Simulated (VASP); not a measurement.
# AlCu3 (R-3m) in VASP: further runs

AlCu3 is run at these levels: PBEsol; tasks: single point.

Everything below comes from runs of VASP 6.6.1. Logs are shortened: lines on timing, memory, paths and dates and some standing lists are left out, and cuts for length are marked.

## Step 1: The cell of the first run

The structure is trigonal, space group R-3m (No. 166). The conventional cell has a = 4.200 Å, b = 4.200 Å, c = 9.809 Å, α = 90.00°, β = 90.00°, γ = 120.00°. Al (site symmetry -3m) has 14 Cu at 2.45 to 2.92 Å within 3.2 Å. Cu (site symmetry -3m) has 8 Cu at 2.45 to 2.56 Å and 6 Al at 2.92 Å within 3.2 Å. Within 3.2 Å of Cu (site symmetry 3m) lie 4 Al at 2.45 to 2.56 Å and 10 Cu at 2.45 to 2.92 Å.

## Step 2: Single point, PBEsol (biaxial strain in the a-b plane: +3.0 %)

INCAR

```
ALGO = Fast ; EDIFF = 1E-7
ENCUT = 520 ; GGA = PS
ISIF = 2 ; ISMEAR = 0
LASPH = True ; LCHARG = True
LELF = True ; LREAL = False
LVHAR = True ; LWAVE = False
NBANDS = 26 ; NELM = 80
PREC = Accurate ; SIGMA = 0.1
```

KPOINTS

```
k-points
0
Gamma
  16 16 16
```

POSCAR

```
AlCu3
1.0
    0.0000000000      2.9699745813      2.9699745813
    2.9699745813      0.0000000000      2.9699745813
    2.8777035264      2.8777035264      0.0922710550
Al Cu
1 3
Direct
    0.0000000000      0.0000000000      0.0000000000
    0.5000000000      0.5000000000      0.5000000000
    0.2499809229      0.2499809229      0.2500572313
    0.7500190771      0.7500190771      0.7499427687
```

Potentials or basis: VASP PAW PBE potentials, release 64 (Al, Cu).

Run with:

```sh
> cat potpaw_PBE.64/Al/POTCAR potpaw_PBE.64/Cu/POTCAR > POTCAR
> mpirun -np 1 vasp_std > vasp.out
```

OUTCAR:

```text
EDIFF = 1E-7
   ENCUT = 520
   GGA = PS
   ISIF = 2
   ISMEAR = 0
   LASPH = True
   LREAL = False
   NELM = 80
   PREC = Accurate

 ion  position               nearest neighbor table
   1  0.000  0.000  0.000-   4 2.45   3 2.45   4 2.56   4 2.56   3 2.56   3 2.56   4 2.56   3 2.56
                             2 2.92   2 2.92   2 2.92   2 2.92   2 2.92   2 2.92
   2  0.500  0.500  0.500-   3 2.45   4 2.45   3 2.56   3 2.56   4 2.56   4 2.56   4 2.56   3 2.56
                             1 2.92   1 2.92   1 2.92   1 2.92   1 2.92   1 2.92
   3  0.250  0.250  0.250-   1 2.45   2 2.45   2 2.56   2 2.56   2 2.56   1 2.56   1 2.56   1 2.56

   4  0.750  0.750  0.750-   1 2.45   2 2.45   2 2.56   2 2.56   2 2.56   1 2.56   1 2.56   1 2.56

  LATTYP: Found a trigonal (rhomboedric) cell.
 ALAT       =     4.0707332409
 COS(alpha) =     0.4676954510

  Lattice vectors:

 A1 = (   2.8777035264,  -0.0922710549,  -2.8777035263)
 A2 = (  -0.0922710549,   2.8777035264,  -2.8777035263)
 A3 = (   2.8777035264,   2.8777035264,   0.0922710550)

Analysis of symmetry for initial positions (statically):
=====================================================================
 Subroutine PRICEL returns:
 Original cell was already a primitive cell.

 Routine SETGRP: Setting up the symmetry group for a
 trigonal (rhombohedral) supercell.

 Subroutine GETGRP returns: Found 12 space group operations
 (whereof 12 operations were pure point group operations)
 out of a pool of 12 trial point group operations.

The static configuration has the point symmetry D_3d.

Analysis of symmetry for dynamics (positions and initial velocities):
=====================================================================
 Subroutine PRICEL returns:
 Original cell was already a primitive cell.

 Routine SETGRP: Setting up the symmetry group for a
 trigonal (rhombohedral) supercell.

 Subroutine GETGRP returns: Found 12 space group operations
 (whereof 12 operations were pure point group operations)
 out of a pool of 12 trial point group operations.

The dynamic configuration has the point symmetry D_3d.

 Subroutine INISYM returns: Found 12 space group operations
 (whereof 12 operations are pure point group operations),
 and found     1 'primitive' translations

----------------------------------------------------------------------------------------

                                     Primitive cell

  volume of cell :      49.9531

  direct lattice vectors                    reciprocal lattice vectors
     0.000000000  2.969974581  2.969974581    -0.171094609  0.165608609  0.171094609
     2.969974581  0.000000000  2.969974581     0.165608609 -0.171094609  0.171094609
     2.877703526  2.877703526  0.092271055     0.176580608  0.176580608 -0.176580608

  length of vectors
     4.200178333  4.200178333  4.070733241     0.293211429  0.293211429  0.305846585

  position of ions in fractional coordinates (direct lattice)
     0.000000000  0.000000000  0.000000000
     0.500000000  0.500000000  0.500000000
     0.249980923  0.249980923  0.250057231
     0.750019077  0.750019077  0.749942769

  ion indices of the primitive-cell ions
   primitive index   ion index
                 1           1
                 2           2
                 3           3
                 4           4

----------------------------------------------------------------------------------------

 KPOINTS: k-points

Automatic generation of k-mesh.
 Grid dimensions read from file:
 generate k-points for:   16   16   16

 Generating k-lattice:

  Cartesian coordinates                     Fractional coordinates (reciprocal lattice)
    -0.010693413  0.010350538  0.010693413     0.062500000  0.000000000 -0.000000000
     0.010350538 -0.010693413  0.010693413     0.000000000  0.062500000 -0.000000000
     0.011036288  0.011036288 -0.011036288     0.000000000  0.000000000  0.062500000

  Length of vectors
     0.018325714  0.018325714  0.019115412

  Shift w.r.t. Gamma in fractional coordinates (k-lattice)
     0.000000000  0.000000000  0.000000000

 Subroutine IBZKPT returns following result:
 ===========================================

 Found    417 irreducible k-points:

 Following reciprocal coordinates:
            Coordinates               Weight
  0.000000  0.000000  0.000000      1.000000
  0.062500  0.000000  0.000000      6.000000
  0.125000  0.000000  0.000000      6.000000
  0.187500  0.000000  0.000000      6.000000
  0.250000  0.000000  0.000000      6.000000
  0.312500  0.000000 -0.000000      6.000000
[... 16 lines left out ...]
 -0.125000  0.062500 -0.000000     12.000000
 -0.062500  0.062500  0.000000      6.000000
 [... further k-points ...]
   k-points           NKPTS =    417   k-points in BZ     NKDIM =    417   number of bands    NBANDS=     26
   number of dos      NEDOS =    301   number of ions     NIONS =      4
   total plane-waves  NPLWV =  30720
   dimension x,y,z NGX =    32 NGY =   32 NGZ =   30
   dimension x,y,z NGXF=    64 NGYF=   64 NGZF=   60
   ions per type =               1   3
   NGX,Y,Z   is equivalent  to a cutoff of  12.67, 12.67, 12.25 a.u.
   NGXF,Y,Z  is equivalent  to a cutoff of  25.33, 25.33, 24.50 a.u.
 SYSTEM =  unknown system
   PREC   = accura    normal or accurate (medium, high low for compatibility)
   ISTART =      0    job   : 0-new  1-cont  2-samecut
   ICHARG =      2    charge: 1-file 2-atom 10-const
   ISPIN  =      1    spin polarized calculation?
   LNONCOLLINEAR =      F non collinear calculations
   LSORBIT =      F    spin-orbit coupling
   LASPH  =      T    aspherical Exc in radial PAW
   ENCUT  =  520.0 eV  38.22 Ry    6.18 a.u.   7.81  7.81  7.57*2*pi/ulx,y,z
   NELM   =     80;   NELMIN=  2; NELMDL= -5     # of ELM steps
   EDIFF  = 0.1E-06   stopping-criterion for ELM
   LREAL  =      F    real-space projection
   EDIFFG = 0.1E-05   stopping-criterion for IOM
   NSW    =      0    number of steps for IOM
   IBRION =     -1    ionic relax: 0-MD 1-quasi-New 2-CG
   NFREE  =      0    steps in history (QN), initial steepest desc. (CG)
   ISIF   =      2    stress and relaxation
   ISYM   =      2    0-nonsym 1-usesym 2-fastsym
   POTIM  = 0.5000    time-step for ionic-motion
   TEBEG  =    0.0;   TEEND  =   0.0 temperature during run
   PSTRESS=    0.0 pullay stress
   NELECT =      36.0000    total number of electrons
   NUPDOWN=      -1.0000    fix difference up-down
   EMIN   =  10.00;   EMAX   =-10.00  energy-range for DOS
   EFERMI =   0.00;   METHOD = LEGACY
   ISMEAR =     0;   SIGMA  =   0.10  broadening in eV -4-tet -1-fermi 0-gaus
   EFERMI_NEDOS =   21; number of points for ismear=-14 and -15
   IALGO  =     68    algorithm
   IMIX   =      4    mixing-type and parameters
     AMIX     =   0.40;   BMIX     =  1.00
     AMIX_MAG =   1.60;   BMIX_MAG =  1.00
  volume/ion in A,a.u.               =      12.49        84.28
  Fermi-wavevector in a.u.,A,eV,Ry     =   1.467759  2.773663 29.311268  2.154317
  Thomas-Fermi vector in A             =   2.583339
   LORBIT       =      0    0 simple, 1 ext, 2 COOP (PROOUT), +10 PAW based schemes
   GGA     = PS    functional components
   LHFCALC =     F    Hartree Fock is set to
   AEXX    =    0.0000 exact exchange contribution
   IVDW    =     0    specifies the selected vdW correction
   LEPSILON=     F    determine dielectric tensor
   LRPA    =     F    only Hartree local field effects (RPA)
 non-spin polarized calculation
 RMM-DIIS sequential band-by-band and
 Gauss-broadening in eV      SIGMA  =   0.10
  energy-cutoff  :      520.00
  volume of cell :       49.95
 maximum number of plane-waves:      1372
   NGX = 15   NGY = 15   NGZ = 15

 number of electron      35.9999992 magnetization

 Free energy of the ion-electron system (eV)
  ---------------------------------------------------
  ext. energy  EPLUGINS =         0.00000000
  ---------------------------------------------------
  free energy    TOTEN  =       -17.64926208 eV

  energy without entropy =      -17.64420408  energy(sigma->0) =      -17.64673308

 E-fermi :   8.1104     XC(G=0): -12.2798

 val. band max:        8.1075865490   @ k =  -0.1875  -0.2500   0.3750
 cond. band min:       8.1108366434   @ k =  -0.0625  -0.1875   0.1250
 fundamental gap:      0.0032500944
 Fermi energy:         8.1104250973

 k-point     1 :       0.0000    0.0000    0.0000
  band No.  band energies     occupation
      1      -2.2579      2.00000
      2       3.5567      2.00000
      3       3.5567      2.00000
      4       3.6108      2.00000
      5       3.6108      2.00000
      6       3.6467      2.00000
[... 18 lines left out ...]
     25      14.8354      0.00000
     26      14.9277      0.00000

 k-point     2 :       0.0625    0.0000    0.0000
  band No.  band energies     occupation
      1      -2.2062      2.00000
      2       3.5281      2.00000
      3       3.5421      2.00000
      4       3.5924      2.00000
      5       3.6595      2.00000
      6       3.6813      2.00000
[... 18 lines left out ...]
     25      14.6432      0.00000
     26      14.8746      0.00000

 k-point     3 :       0.1250    0.0000    0.0000
  band No.  band energies     occupation
      1      -2.0516      2.00000
      2       3.5033      2.00000
      3       3.5274      2.00000
      4       3.5329      2.00000
      5       3.7431      2.00000
      6       3.7577      2.00000
[... 18 lines left out ...]
     25      14.3995      0.00000
     26      15.0553      0.00000

 k-point     4 :       0.1875    0.0000    0.0000
  band No.  band energies     occupation
      1      -1.7960      2.00000
      2       3.4084      2.00000
      3       3.4983      2.00000
      4       3.5437      2.00000
      5       3.8387      2.00000
      6       3.8490      2.00000
[... 18 lines left out ...]
     25      14.5039      0.00000
     26      15.6245      0.00000
[... 496 lines left out ...]
      1      -1.6488      2.00000
      2       3.3090      2.00000
      3       3.5043      2.00000
      4       3.6082      2.00000
      5       3.8461      2.00000
      6       3.9172      2.00000
[... 18 lines left out ...]
     25      15.3390      0.00000
     26      15.8907      0.00000

 k-point    23 :      -0.1250    0.0625   -0.0000
  band No.  band energies     occupation
      1      -1.9352      2.00000
      2       3.4277      2.00000
      3       3.4924      2.00000
      4       3.6239      2.00000
      5       3.7462      2.00000
      6       3.8229      2.00000
[... 18 lines left out ...]
     25      15.1705      0.00000
     26      15.2344      0.00000

 k-point    24 :      -0.0625    0.0625    0.0000
  band No.  band energies     occupation
      1      -2.1218      2.00000
      2       3.4989      2.00000
      3       3.5039      2.00000
      4       3.6367      2.00000
      5       3.6608      2.00000
      6       3.7399      2.00000
[... 18 lines left out ...]
     25      14.7830      0.00000
     26      15.0368      0.00000

 [... further k-points ...]

------------------------ aborting loop because EDIFF is reached ----------------------------------------

  FORCE on cell =-STRESS in cart. coord.  units (eV):
  Direction    XX          YY          ZZ          XY          YZ          ZX
  --------------------------------------------------------------------------------------
  -------------------------------------------------------------------------------------
  Total       -1.4543170     -1.4543170     -1.4543170      1.1248272     -1.1248272     -1.1248272
  in kB      -46.6452277    -46.6452277    -46.6452277     36.0772915    -36.0772915    -36.0772915
  external PRESSURE =     -46.6452277 kB  Pullay stress =       0.0000000 kB

 VOLUME and BASIS-vectors are now :
 -----------------------------------------------------------------------------
  energy-cutoff  :      520.00
  volume of cell :       49.95
      direct lattice vectors                 reciprocal lattice vectors
     0.000000000  2.969974581  2.969974581    -0.171094609  0.165608609  0.171094609
     2.969974581  0.000000000  2.969974581     0.165608609 -0.171094609  0.171094609
     2.877703526  2.877703526  0.092271055     0.176580608  0.176580608 -0.176580608

 POSITION                                       TOTAL-FORCE (eV/Angst)
 -----------------------------------------------------------------------------------
      0.00000      0.00000      0.00000        -0.000000      0.000000      0.000000
      2.92384      2.92384      3.01611        -0.000000      0.000000      0.000000
      1.46203      1.46203      1.50795         0.000129      0.000129     -0.000129
      4.38565      4.38565      4.52427        -0.000129     -0.000129      0.000129
 -----------------------------------------------------------------------------------
    total drift:                                0.000000      0.000000      0.000000

  FREE ENERGIE OF THE ION-ELECTRON SYSTEM (eV)
  ---------------------------------------------------
  free  energy   TOTEN  =       -17.6492620781 eV

  energy  without entropy=      -17.6442040790  energy(sigma->0) =      -17.64673308
```

It took 6.4 min on 1 thread of Intel Xeon Platinum 8488C (Sapphire Rapids), shared host; peak memory 0.52 GiB.

What came out:

| Property | Result |
| --- | --- |
| Free energy | -17.6493 eV |
| Pressure | -4.7 GPa |
| Band gap on the k mesh | zero (bands 18 and 19 overlap by 5.47 eV) |

Caveat: the cell differs from its parent crystal (biaxial strain in the a-b plane: +3.0 %); the cell stands under tension; the PAW data sets were made with another functional, which shifts forces and pressure a little.

## Step 3: Single point, PBEsol (biaxial strain in the a-b plane: +3.0 %, then relaxed in part)

INCAR

```
SYSTEM = AlCu3
PREC = Accurate
ENCUT = 520
EDIFF = 1E-6
ISMEAR = 0
SIGMA = 0.1
LREAL = .FALSE.
LASPH = .TRUE.
NELM = 80
ALGO = Fast
ISIF = 2
LWAVE = .FALSE.
LCHARG = .FALSE.
GGA = PS
NBANDS = 26
```

KPOINTS

```
regular mesh
0
G
  16 16 16
  0 0 0
```

POSCAR

```
AlCu3
1.0
    0.0000000000      2.9699745813      2.9699745813
    2.9699745813      0.0000000000      2.9699745813
    2.8893095405      2.8893095405      0.0806650408
Al Cu
1 3
Direct
    0.0000000000      0.0000000000      0.0000000000
    0.5000000000      0.5000000000      0.5000000000
    0.2499777848      0.2499777848      0.2500666457
    0.7500222152      0.7500222152      0.7499333543
```

Potentials or basis: VASP PAW PBE potentials, release 64 (Al, Cu).

Run with:

```sh
> cat potpaw_PBE.64/Al/POTCAR potpaw_PBE.64/Cu/POTCAR > POTCAR
> mpirun -np 1 vasp_std > vasp.out
```

Run time: 6 min. Hardware: 1 thread of Intel Xeon Platinum 8488C (Sapphire Rapids), shared host; peak memory 0.52 GiB.

The run converged. Its results:

| Property | Result |
| --- | --- |
| Free energy | -17.6523 eV |
| Pressure | -5.4 GPa |
| Band gap on the k mesh | zero (bands 18 and 19 overlap by 5.48 eV) |

Stress tensor (GPa, compression positive):
```
-5.41  3.02 -3.02
 3.02 -5.41 -3.02
-3.02 -3.02 -5.41
```

Levels at points of the mesh, in eV from the Fermi level:
```
           k point  band 14  band 15  band 16  band 17  band 18  band 19  band 20  band 21  band 22  band 23
(0.00, 0.00, 0.00)    -2.56    -2.42    -2.42     3.51     3.51     3.79     3.87     3.87     4.10     5.02
(0.50, 0.00, 0.00)    -2.49    -2.41    -2.38    -2.13     2.65     2.68     2.84     2.85     3.62     5.45
(0.50, 0.50, 0.00)    -2.32    -2.31    -2.25    -2.23    -2.09    -1.86     1.70     2.29    10.51    10.53
(0.00, 0.00, 0.50)    -2.58    -2.37    -2.37    -2.12     2.41     2.41     2.59     2.59     3.01     4.90
```

Caveat: the cell differs from its parent crystal (biaxial strain in the a-b plane: +3.0 %, then relaxed in part); the cell stands under tension; the PAW data sets were made with another functional, which shifts forces and pressure a little.
